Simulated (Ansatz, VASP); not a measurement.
**Two plane-wave programs on WC**

```
W C
1.0
     0.00000    2.19268    2.19268
     2.19268    0.00000    2.19268
     2.19268    2.19268    0.00000
W C
1 1
Cartesian
  0.0021 -0.0028 -0.0019
  2.1609 2.2353 2.2222
```

Alike in both runs: task single point; functional r2SCAN; k mesh 4 × 4 × 4; occupations fermi-dirac, width 0.1 eV; no spin polarisation.

|  | VASP | Ansatz |
| --- | --- | --- |
| version | VASP 6.6.1 | Ansatz 0.2.0 |
| potentials or method | VASP PAW PBE potentials, release 64 (W_sv, C), cutoff 660 eV | plane waves, PAW |
| valence electrons in the cell | 18 | 18 |

|  | VASP | Ansatz | Ansatz less VASP |
| --- | --- | --- | --- |
| rms of the force components (eV/Å) | 0.391 | 0.384 | -0.0071 |

VASP's potentials were made for PBE, not for r2SCAN. Atom by atom the forces differ by 0.007 eV/Å (rms over components).

The k mesh is coarse, so the values compare programs but aren't converged. Spin-orbit coupling is off throughout.
